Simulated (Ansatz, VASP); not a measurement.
**Two plane-wave programs on MgS**

```
CELL_PARAMETERS angstrom
0.00000 2.79630 2.79630
2.79630 0.00000 2.79630
2.79630 2.79630 0.00000
ATOMIC_POSITIONS crystal
Mg 0.00000 0.00000 0.00000
S 0.75000 0.75000 0.75000
```

Alike in both runs: functional LDA; k mesh 6 × 6 × 6; no spin polarisation.

Ansatz relaxed the structure, and its values are those at the end. VASP's run is a single point on that final structure, the one shown.

```csv
,VASP,Ansatz
version,VASP 6.6.1,Ansatz 0.2.0
potentials or method,"VASP PAW LDA potentials, release 64 (Mg, S)","plane waves, PAW"
plane-wave cutoff (eV),520,420
occupations,"gaussian, width 0.01 eV",fixed
valence electrons in the cell,8,16
```

|  | VASP | Ansatz | Ansatz less VASP |
| --- | --- | --- | --- |
| pressure (GPa) | -0.3 | 0.0 | +0.34 |

LDA's correlation is that of Perdew and Zunger in VASP and of Perdew and Wang (1992) in Ansatz. VASP's potentials hold 8 valence electrons a cell and Ansatz's 16, so a difference there can come from the potentials and not from the codes.
